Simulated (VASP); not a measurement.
# HCl in VASP: further runs

Runs on HCl. Level: PBE. Tasks: single point.

Program: VASP 6.6.1. These are calculated values, not measurements. Logs are shortened: lines on timing, memory, paths and dates and some standing lists are left out, and cuts for length are marked.

## 1. The cell of the first run

The cell holds an amorphous packing of atoms, 12 atoms: a = 6.506 Å, b = 6.506 Å, c = 6.506 Å, α = 90.00°, β = 90.00°, γ = 90.00°.

## 2. Single point, PBE

INCAR

```
  PREC = Accurate
  ENCUT = 520
  EDIFF = 1E-6
  ISMEAR = -1
  SIGMA = 0.02
  LREAL = F
  LASPH = T
  NELM = 100
  ALGO = Normal
  ISIF = 2
  LWAVE = F
  LCHARG = F
  GGA = PE
  NBANDS = 36
```

KPOINTS

```
Automatic mesh
0
Gamma
  1 1 1
```

POSCAR

```
HCl
1.0
    6.5061090000      0.0000000000      0.0000000000
    0.0000000000      6.5061090000      0.0000000000
    0.0000000000      0.0000000000      6.5061090000
Cl H
6 6
Direct
    1.0541477249      0.6708310605      0.5697414538
    0.7469441413      0.5617182251      0.9912837304
    0.4068637645      0.8670773883      0.2618462125
    0.2422338759      0.2523781879      0.8282830798
    0.7441928809      0.0121731745      0.7129145854
   -0.0248843049      0.2068056345      0.2380531897
    1.2529762413      0.6866623354      0.4660850287
    0.6642065173      0.7175717468      1.1185487363
    0.3854838583      1.0241758938      0.3907097161
    0.2335958405      0.4194673037      0.7215372506
    0.6315141661      0.1364102569      0.8239333217
   -0.0726240523      0.1106652225      0.4116592575
```

Potentials or basis: VASP PAW PBE potentials, release 64 (Cl, H).

On the command line:

```console
cat potpaw_PBE.64/Cl/POTCAR potpaw_PBE.64/H/POTCAR > POTCAR
mpirun -np 1 vasp_gam > vasp.out
```

OUTCAR:

```text
PREC = Accurate
   ENCUT = 520
   EDIFF = 1E-6
   ISMEAR = -1
   LREAL = F
   LASPH = T
   NELM = 100
   ISIF = 2
   GGA = PE

 ion  position               nearest neighbor table
   1  0.054  0.671  0.570-   7 1.46
   2  0.747  0.562  0.991-   8 1.42
   3  0.407  0.867  0.262-   9 1.33
   4  0.242  0.252  0.828-  10 1.29
   5  0.744  0.012  0.713-  11 1.31
   6  0.975  0.207  0.238-  12 1.33
   7  0.253  0.687  0.466-   1 1.46
   8  0.664  0.718  0.119-   2 1.42
   9  0.385  0.024  0.391-   3 1.33
  10  0.234  0.419  0.722-   4 1.29
  11  0.632  0.136  0.824-   5 1.31
  12  0.927  0.111  0.412-   6 1.33

  LATTYP: Found a simple cubic cell.
 ALAT       =     6.5061090000

  Lattice vectors:

 A1 = (   6.5061090000,   0.0000000000,   0.0000000000)
 A2 = (   0.0000000000,   6.5061090000,   0.0000000000)
 A3 = (   0.0000000000,   0.0000000000,   6.5061090000)

Analysis of symmetry for initial positions (statically):
=====================================================================
 Subroutine PRICEL returns:
 Original cell was already a primitive cell.

 Routine SETGRP: Setting up the symmetry group for a
 simple cubic supercell.

 Subroutine GETGRP returns: Found  1 space group operations
 (whereof  1 operations were pure point group operations)
 out of a pool of 48 trial point group operations.

The static configuration has the point symmetry C_1 .

Analysis of symmetry for dynamics (positions and initial velocities):
=====================================================================
 Subroutine PRICEL returns:
 Original cell was already a primitive cell.

 Routine SETGRP: Setting up the symmetry group for a
 simple cubic supercell.

 Subroutine GETGRP returns: Found  1 space group operations
 (whereof  1 operations were pure point group operations)
 out of a pool of 48 trial point group operations.

The dynamic configuration has the point symmetry C_1 .

 Subroutine INISYM returns: Found  1 space group operations
 (whereof  1 operations are pure point group operations),
 and found     1 'primitive' translations

----------------------------------------------------------------------------------------

                                     Primitive cell

  volume of cell :     275.4000

  direct lattice vectors                    reciprocal lattice vectors
     6.506109000  0.000000000  0.000000000     0.153701698  0.000000000  0.000000000
     0.000000000  6.506109000  0.000000000     0.000000000  0.153701698  0.000000000
     0.000000000  0.000000000  6.506109000     0.000000000  0.000000000  0.153701698

  length of vectors
     6.506109000  6.506109000  6.506109000     0.153701698  0.153701698  0.153701698

  position of ions in fractional coordinates (direct lattice)
     0.054147725  0.670831060  0.569741454
     0.746944141  0.561718225  0.991283730
     0.406863765  0.867077388  0.261846212
     0.242233876  0.252378188  0.828283080
     0.744192881  0.012173174  0.712914585
     0.975115695  0.206805635  0.238053190
     0.252976241  0.686662335  0.466085029
     0.664206517  0.717571747  0.118548736
     0.385483858  0.024175894  0.390709716
     0.233595841  0.419467304  0.721537251
     0.631514166  0.136410257  0.823933322
     0.927375948  0.110665223  0.411659257

  ion indices of the primitive-cell ions
   primitive index   ion index
                 1           1
                 2           2
                 3           3
                 4           4
                 5           5
                 6           6
                 7           7
                 8           8
                 9           9
                10          10
                11          11
                12          12

----------------------------------------------------------------------------------------

 KPOINTS: Automatic mesh

Automatic generation of k-mesh.
 Grid dimensions read from file:
 generate k-points for:    1    1    1

 Generating k-lattice:

  Cartesian coordinates                     Fractional coordinates (reciprocal lattice)
     0.153701698  0.000000000  0.000000000     1.000000000  0.000000000  0.000000000
     0.000000000  0.153701698  0.000000000     0.000000000  1.000000000  0.000000000
     0.000000000  0.000000000  0.153701698     0.000000000  0.000000000  1.000000000

  Length of vectors
     0.153701698  0.153701698  0.153701698

  Shift w.r.t. Gamma in fractional coordinates (k-lattice)
     0.000000000  0.000000000  0.000000000

 Subroutine IBZKPT returns following result:
 ===========================================

 Found      1 irreducible k-points:

 Following reciprocal coordinates:
            Coordinates               Weight
  0.000000  0.000000  0.000000      1.000000
   k-points           NKPTS =      1   k-points in BZ     NKDIM =      1   number of bands    NBANDS=     36
   number of dos      NEDOS =    301   number of ions     NIONS =     12
   total plane-waves  NPLWV = 110592
   dimension x,y,z NGX =    48 NGY =   48 NGZ =   48
   dimension x,y,z NGXF=    96 NGYF=   96 NGZF=   96
   ions per type =               6   6
   NGX,Y,Z   is equivalent  to a cutoff of  12.27, 12.27, 12.27 a.u.
   NGXF,Y,Z  is equivalent  to a cutoff of  24.53, 24.53, 24.53 a.u.
 SYSTEM =  unknown system
   PREC   = accura    normal or accurate (medium, high low for compatibility)
   ISTART =      0    job   : 0-new  1-cont  2-samecut
   ICHARG =      2    charge: 1-file 2-atom 10-const
   ISPIN  =      1    spin polarized calculation?
   LNONCOLLINEAR =      F non collinear calculations
   LSORBIT =      F    spin-orbit coupling
   LASPH  =      T    aspherical Exc in radial PAW
   ENCUT  =  520.0 eV  38.22 Ry    6.18 a.u.  12.10 12.10 12.10*2*pi/ulx,y,z
   NELM   =    100;   NELMIN=  2; NELMDL= -5     # of ELM steps
   EDIFF  = 0.1E-05   stopping-criterion for ELM
   LREAL  =      F    real-space projection
   EDIFFG = 0.1E-04   stopping-criterion for IOM
   NSW    =      0    number of steps for IOM
   IBRION =     -1    ionic relax: 0-MD 1-quasi-New 2-CG
   NFREE  =      0    steps in history (QN), initial steepest desc. (CG)
   ISIF   =      2    stress and relaxation
   ISYM   =      2    0-nonsym 1-usesym 2-fastsym
   POTIM  = 0.5000    time-step for ionic-motion
   TEBEG  =    0.0;   TEEND  =   0.0 temperature during run
   PSTRESS=    0.0 pullay stress
   NELECT =      48.0000    total number of electrons
   NUPDOWN=      -1.0000    fix difference up-down
   EMIN   =  10.00;   EMAX   =-10.00  energy-range for DOS
   EFERMI =   0.00;   METHOD = LEGACY
   ISMEAR =    -1;   SIGMA  =   0.02  broadening in eV -4-tet -1-fermi 0-gaus
   EFERMI_NEDOS =   21; number of points for ismear=-14 and -15
   IALGO  =     38    algorithm
   IMIX   =      4    mixing-type and parameters
     AMIX     =   0.40;   BMIX     =  1.00
     AMIX_MAG =   1.60;   BMIX_MAG =  1.00
  volume/ion in A,a.u.               =      22.95       154.87
  Fermi-wavevector in a.u.,A,eV,Ry     =   0.914465  1.728089 11.377829  0.836247
  Thomas-Fermi vector in A             =   2.039095
   LORBIT       =      0    0 simple, 1 ext, 2 COOP (PROOUT), +10 PAW based schemes
   GGA     = PE    functional components
   LHFCALC =     F    Hartree Fock is set to
   AEXX    =    0.0000 exact exchange contribution
   IVDW    =     0    specifies the selected vdW correction
   LEPSILON=     F    determine dielectric tensor
   LRPA    =     F    only Hartree local field effects (RPA)
 non-spin polarized calculation
  energy-cutoff  :      520.00
  volume of cell :      275.40
 maximum number of plane-waves:      3721
   NGX = 25   NGY = 25   NGZ = 25

 number of electron      48.0000001 magnetization

 Free energy of the ion-electron system (eV)
  ---------------------------------------------------
  ext. energy  EPLUGINS =         0.00000000
  ---------------------------------------------------
  free energy    TOTEN  =       -36.08322318 eV

  energy without entropy =      -36.08322318  energy(sigma->0) =      -36.08322318

 E-fermi :  -2.1522     XC(G=0):  -6.4805

 val. band max:       -2.6715741100   @ k =   0.0000   0.0000   0.0000
 cond. band min:       1.8485857082   @ k =   0.0000   0.0000   0.0000
 fundamental gap:      4.5201598182
 Fermi energy:        -2.1521871601

 k-point     1 :       0.0000    0.0000    0.0000
  band No.  band energies     occupation
      1     -17.9183      2.00000
      2     -16.9403      2.00000
      3     -16.6774      2.00000
      4     -16.2885      2.00000
      5     -16.2446      2.00000
      6     -16.0269      2.00000
[... 28 lines left out ...]
     35       6.8198      0.00000
     36       7.0258      0.00000

------------------------ aborting loop because EDIFF is reached ----------------------------------------

  FORCE on cell =-STRESS in cart. coord.  units (eV):
  Direction    XX          YY          ZZ          XY          YZ          ZX
  --------------------------------------------------------------------------------------
  -------------------------------------------------------------------------------------
  Total       -1.6226680     -0.0356189     -1.2449834      0.3558507     -2.9144993      1.8244850
  in kB       -9.4400924     -0.2072180     -7.2428606      2.0702098    -16.9554972     10.6141906
  external PRESSURE =      -5.6300570 kB  Pullay stress =       0.0000000 kB

 VOLUME and BASIS-vectors are now :
 -----------------------------------------------------------------------------
  energy-cutoff  :      520.00
  volume of cell :      275.40
      direct lattice vectors                 reciprocal lattice vectors
     6.506109000  0.000000000  0.000000000     0.153701698  0.000000000  0.000000000
     0.000000000  6.506109000  0.000000000     0.000000000  0.153701698  0.000000000
     0.000000000  0.000000000  6.506109000     0.000000000  0.000000000  0.153701698

 POSITION                                       TOTAL-FORCE (eV/Angst)
 -----------------------------------------------------------------------------------
      0.35229      4.36450      3.70680         2.382375     -0.003511     -1.038599
      4.85970      3.65460      6.44940        -1.049616      1.786764      1.383099
      2.64710      5.64130      1.70360        -0.034576      0.727437      0.406831
      1.57600      1.64200      5.38890         0.295975     -0.312533      0.081311
      4.84180      0.07920      4.63830        -0.448061      0.311253      0.290903
      6.34421      1.34550      1.54880        -0.147433     -0.732216      1.067502
      1.64589      4.46750      3.03240        -2.406131      0.044844      0.963126
      4.32140      4.66860      0.77129         1.078473     -1.784053     -1.485872
      2.50800      0.15729      2.54200         0.165535     -0.668058     -0.535474
      1.51980      2.72910      4.69440        -0.175023      0.264205     -0.093710
      4.10870      0.88750      5.36060         0.182790     -0.133742     -0.339706
      6.03361      0.72000      2.67830         0.155691      0.499610     -0.699410
 -----------------------------------------------------------------------------------
    total drift:                               -0.000300      0.000169      0.000268

  FREE ENERGIE OF THE ION-ELECTRON SYSTEM (eV)
  ---------------------------------------------------
  free  energy   TOTEN  =       -36.0832231777 eV

  energy  without entropy=      -36.0832231777  energy(sigma->0) =      -36.08322318
```

Wall time 19 s (1 thread of Intel Xeon Platinum 8259CL at 2.50GHz (Skylake/Cascade Lake), shared host); peak memory 0.29 GiB.

Results:

```
Free energy            : -36.0832 eV
Pressure               : -0.6 GPa
Largest force          : 2.599 eV/Å
Band gap on the k mesh : 4.52 eV
```

Forces on the atoms (eV/Å):
```
Cl   2.382 -0.004 -1.039
Cl  -1.050  1.787  1.383
Cl  -0.035  0.727  0.407
Cl   0.296 -0.313  0.081
Cl  -0.448  0.311  0.291
Cl  -0.147 -0.732  1.068
H   -2.406  0.045  0.963
H    1.078 -1.784 -1.486
H    0.166 -0.668 -0.535
H   -0.175  0.264 -0.094
H    0.183 -0.134 -0.340
H    0.156  0.500 -0.699
```

Stress tensor (GPa, compression positive):
```
-0.94  0.21  1.06
 0.21 -0.02 -1.70
 1.06 -1.70 -0.72
```

Levels at points of the mesh, in eV from the valence-band top:
```tsv
k point	band 21	band 22	band 23	band 24	band 25	band 26	band 27	band 28
(0.00, 0.00, 0.00)	-0.63	-0.55	-0.31	0.00	4.52	5.40	6.15	6.46
```

Caveat: the k points lie up to 0.97 Å⁻¹ apart.

## 3. Single point, PBE

INCAR

```
PREC = Accurate
ENCUT = 520
EDIFF = 1E-7
ISMEAR = -1
SIGMA = 0.02
LREAL = False
LASPH = True
NELM = 60
ALGO = Normal
ISIF = 2
LWAVE = False
LCHARG = True
GGA = PE
LELF = True
LVHAR = True
NBANDS = 36
```

KPOINTS

```
regular mesh
0
Gamma
  1 1 1
```

POSCAR

```
HCl
1.0
    6.5061090000      0.0000000000      0.0000000000
    0.0000000000      6.5061090000      0.0000000000
    0.0000000000      0.0000000000      6.5061090000
Cl H
6 6
Direct
    1.1097108886      0.6151603055      0.6302845526
    0.7729197282      0.5710632884      1.0065309388
    0.3925695066      0.9709028853      0.2369772778
    0.2608471515      0.2606627095      0.8860134375
    0.7353242929      0.0393937452      0.6448247332
   -0.1112800293      0.1280796249      0.2152745981
    1.0415902961      0.7553208838      0.5041261989
    0.8575478831      0.4301649419      0.8769450373
    0.5295792001      0.9307713720      0.3675776105
    0.1113261398      0.1299240452      0.8405023648
    0.8490789195      0.0999522141      0.4893247254
    0.0365195234      0.2471215899      0.2281240600
```

Potentials or basis: VASP PAW PBE potentials, release 64 (Cl, H).

On the command line:

```console
cat potpaw_PBE.64/Cl/POTCAR potpaw_PBE.64/H/POTCAR > POTCAR
mpirun -np 1 vasp_gam > vasp.out
```

Run time: 22 s. Hardware: 1 thread of Intel Xeon Platinum 8259CL at 2.50GHz (Skylake/Cascade Lake), shared host; peak memory 0.29 GiB.

The run converged. Its results:

```yaml
Free_energy: -35.8852 eV
Pressure: 2.3 GPa
Largest_force: 1.822 eV/Å
Band_gap_on_the_k_mesh: 5.09 eV
```

Forces in eV/Å, atoms in the order of the input:
```
Cl   0.029  0.487 -0.774
Cl   0.377 -0.998 -0.961
Cl  -0.600 -0.239 -0.582
Cl  -0.565 -0.533 -0.438
Cl  -0.338 -0.288  1.041
Cl  -0.824 -0.782 -0.873
H    0.128 -0.297  0.269
H   -0.749  1.278  1.060
H    0.620 -0.298  0.941
H    0.649  0.499  0.122
H   -0.155  0.051  0.138
H    1.429  1.120  0.058
```

Stress tensor (GPa, compression positive):
```
 2.30  0.28 -0.21
 0.28  1.03 -2.17
-0.21 -2.17  3.53
```

Levels at points of the mesh, in eV from the valence-band top:
```
           k point  band 21  band 22  band 23  band 24  band 25  band 26  band 27  band 28
(0.00, 0.00, 0.00)    -0.55    -0.39    -0.17     0.00     5.09     6.31     6.55     6.98
```

Caveat: the k points lie up to 0.97 Å⁻¹ apart.

## 4. Single point, PBE

INCAR

```
ALGO     = Normal         # electronic algorithm
EDIFF    = 1E-7           # SCF threshold, eV
ENCUT    = 520            # plane-wave cutoff, eV
GGA      = PE             # functional
ISIF     = 2              # what is computed and relaxed
ISMEAR   = -1             # smearing method
LASPH    = T              # aspherical terms in the spheres
LCHARG   = F              # write CHGCAR
LREAL    = F              # projectors in reciprocal space
LWAVE    = F              # write WAVECAR
NBANDS   = 36             # bands
NELM     = 100            # most SCF steps
PREC     = Accurate       # precision mode
SIGMA    = 0.02           # smearing width, eV
```

KPOINTS

```
k-points
0
Gamma
  1 1 1
```

POSCAR

```
HCl
1.0
    6.5061090000      0.0000000000      0.0000000000
    0.0000000000      6.5061090000      0.0000000000
    0.0000000000      0.0000000000      6.5061090000
Cl H
6 6
Direct
    1.1616466924      0.6245975897      0.6027719486
    0.7609309958      0.6012195615      1.0080833260
    0.4046197197      0.9564856660      0.2967364980
    0.2928939555      0.2712527564      0.8778518774
    0.6790233610      0.0312475552      0.6834345997
   -0.1177969813      0.1032568006      0.1473230774
    1.0073916684      0.5733534437      0.7007260407
    0.6002358706      0.6455163908      1.1021487651
    0.2389907701      0.9173224734      0.1768030631
    0.3578482930      0.1412518604      1.0098201552
    0.6605791572      0.1126787147      0.5037112043
   -0.1855179494      0.1048706685     -0.0563163021
```

On the command line:

```console
cat potpaw_PBE.64/Cl/POTCAR potpaw_PBE.64/H/POTCAR > POTCAR
mpirun -np 1 vasp_gam > vasp.out
```

Wall time 19 s (1 thread of Intel Xeon Platinum 8259CL at 2.50GHz (Skylake/Cascade Lake), shared host); peak memory 0.29 GiB.

The run converged. Its results:

| Property | Result |
| --- | --- |
| Free energy | -35.7438 eV |
| Pressure | 2.2 GPa |
| Largest force | 2.021 eV/Å |
| Band gap on the k mesh | 4.49 eV |

Forces on the atoms (eV/Å):
```
Cl   1.219  0.723 -1.049
Cl   1.077 -0.435 -0.780
Cl  -1.505 -0.833 -1.022
Cl  -0.182  0.502 -0.314
Cl  -0.017 -0.577 -0.308
Cl  -0.041  0.201 -1.297
H   -1.449 -0.493  0.859
H   -1.220  0.393  0.631
H    0.963  0.230  0.998
H    0.181 -0.156  0.273
H    0.182  0.282  0.157
H    0.792  0.163  1.853
```

Stress tensor (GPa, compression positive):
```
 3.03  0.03 -1.78
 0.03  2.56 -1.05
-1.78 -1.05  0.97
```

Levels at points of the mesh, in eV from the valence-band top:
| k point | band 21 | band 22 | band 23 | band 24 | band 25 | band 26 | band 27 | band 28 |
| --- | --- | --- | --- | --- | --- | --- | --- | --- |
| (0.00, 0.00, 0.00) | -0.74 | -0.49 | -0.29 | 0.00 | 4.49 | 5.65 | 6.23 | 7.08 |

Caveat: the k points lie up to 0.97 Å⁻¹ apart.
